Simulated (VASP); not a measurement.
**CsHf: relaxation of cell and atoms with PBE**

Crystal: CsHf.

```
Cs Hf
1.0
     4.22709    0.00000    0.00000
     0.00000    4.22709    0.00000
     0.00000    0.00000    4.22709
Cs Hf
1 1
Direct
  0.50000 0.50000 0.50000
  0.00000 0.00000 0.00000
```

The cell was built from a structure type or drawn by symmetry, and may not be a known phase.

```
Program                : VASP 6.6.1
Task                   : relaxation of cell and atoms
Functional             : PBE
Potentials or basis    : VASP PAW PBE potentials, release 64 (Cs_sv, Hf_pv)
Cutoff                 : 600 eV
k mesh                 : 14 × 14 × 14
Occupations            : gaussian, width 0.1 eV
Spin                   : no spin polarisation
Dipole correction      : no
Further INCAR settings : ALGO = Fast; EDIFF = 1e-06; IBRION = 2; EDIFFG = -0.01; NSW = 100; ISIF = 3
```

```
Relaxed volume                        : 36.21 Å³/atom
Relaxed cell                          : a = 4.168 Å, b = 4.168 Å, c = 4.168 Å, α = 90.00°, β = 90.00°, γ = 90.00°
Space group after relaxing (to 0.1 Å) : Pm-3m (No. 221)
Energy gained by relaxing             : 3.0 meV/atom
Ionic steps                           : 3
Pressure after relaxing               : 0.0 GPa
Band gap on the k mesh                : zero (an odd number of electrons rules out a gap without spin polarisation)
```

Step by step:
| step | energy change (eV) | largest force (eV/Å) | pressure (GPa) | volume (Å³) |
| --- | --- | --- | --- | --- |
| 1 | 0.0000 | 0.0000 | -0.59 | 75.53 |
| 2 | -0.0043 | 0.0000 | -0.32 | 74.03 |
| 3 | -0.0059 | 0.0000 | -0.01 | 72.41 |

Final structure:
```cif
data_structure
_symmetry_space_group_name_H-M 'P 1'
_symmetry_Int_Tables_number 1
_cell_length_a 4.1681
_cell_length_b 4.1681
_cell_length_c 4.1681
_cell_angle_alpha 90.000
_cell_angle_beta 90.000
_cell_angle_gamma 90.000
_cell_volume 72.41
loop_
_atom_site_label
_atom_site_type_symbol
_atom_site_fract_x
_atom_site_fract_y
_atom_site_fract_z
_atom_site_occupancy
Cs1 Cs 0.50000 0.50000 0.50000 1
Hf1 Hf 0.00000 0.00000 0.00000 1
```

Levels at points of the mesh, in eV from the Fermi level:
| k point | band 8 | band 9 | band 10 | band 11 | band 12 | band 13 |
| --- | --- | --- | --- | --- | --- | --- |
| (0.00, 0.00, 0.00) | -3.91 | -1.27 | -1.27 | 1.20 | 1.20 | 1.20 |
| (0.50, 0.00, 0.00) | -1.12 | -0.47 | -0.45 | 1.19 | 1.20 | 2.40 |
| (0.50, 0.50, 0.00) | -2.60 | -0.72 | 0.17 | 0.17 | 1.78 | 2.63 |
| (0.50, 0.50, 0.50) | 0.14 | 0.14 | 0.14 | 1.00 | 1.00 | 1.29 |

It took 2.5 min on 1 thread of Intel(R) Xeon(R) 6975P-C (Granite Rapids), on a shared host, peak memory 0.34 GiB.

Caveat: spin-orbit coupling is left out, which moves the levels of the heavy elements.
